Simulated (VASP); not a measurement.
A run of VASP 6.6.1:

The input INCAR:

```
SYSTEM = CuO2
PREC = Accurate
ENCUT = 520
EDIFF = 1E-7
ISMEAR = -1
SIGMA = 0.05
LREAL = .False.
LASPH = .True.
NELM = 80
ALGO = Normal
ISIF = 2
LWAVE = .False.
LCHARG = .True.
GGA = PS
LELF = .True.
LVHAR = .True.
NBANDS = 32
```

Contents of KPOINTS:

```
regular mesh
0
Gamma
  8 8 5
  0 0 0
```

The input POSCAR:

```
CuO2
1.0
    1.3984888500     -5.1586395300      0.0000000000
    1.3984888500      5.1586395300      0.0000000000
    0.0000000000      0.0000000000      4.3434240000
Cu O
2 4
Direct
    0.1672530000      0.8327470000      0.7500000000
    0.8327470000      0.1672530000      0.2500000000
    0.7889700000      0.2110300000      0.7500000000
    0.2110300000      0.7889700000      0.2500000000
    0.5514860000      0.4485140000      0.7500000000
    0.4485140000      0.5514860000      0.2500000000
```

Potentials or basis: VASP PAW PBE potentials, release 64 (Cu, O).

Run with:

```console
$ cat potpaw_PBE.64/Cu/POTCAR potpaw_PBE.64/O/POTCAR > POTCAR
$ mpirun -np 1 vasp_std > vasp.out
```

Hardware: 1 thread of Intel(R) Xeon(R) 6975P-C (Granite Rapids), on a shared host.

Problem. How long does it take, and how much memory?

Solution. It took 94 s on 1 thread of Intel(R) Xeon(R) 6975P-C (Granite Rapids), with other jobs on the host, peak memory 0.27 GiB. Counts: scf iterations 18, k points 63.
